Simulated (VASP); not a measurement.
Sb:

```xyz
2
Lattice="2.1542 1.2437 3.7580 -2.1542 1.2437 3.7580 0.0000 -2.4875 3.7580" Properties=species:S:1:pos:R:3 pbc="T T T"
Sb    0.0000    0.0000    2.6324
Sb    0.0000    0.0000    8.6416
```

Base run:

* Program: VASP 6.6.1
* Functional: PBE
* Potentials or basis: VASP PAW PBE potentials, release 64 (Sb)
* Cutoff: 500 eV
* k mesh: 6 × 6 × 6
* Occupations: methfessel-paxton, width 0.05 eV
* Spin: no spin polarisation

Its results: band gap on the k mesh zero (band 5 reaches 7.35 eV, above the bottom of band 6 at 7.08 eV); pressure 2.9 GPa; largest force 0.104 eV/Å.

Problem. The run is repeated on the same cell with these changes: k mesh from 6 × 6 × 6 to 5 × 5 × 5. What comes out?

Solution. Band gap on the k mesh 0.38 eV, indirect (least direct gap 0.72 eV); pressure 2.7 GPa; largest force 0.075 eV/Å.

Caveats: spin-orbit coupling is left out, which moves the levels of the heavy elements.

A k mesh can miss the band edges.
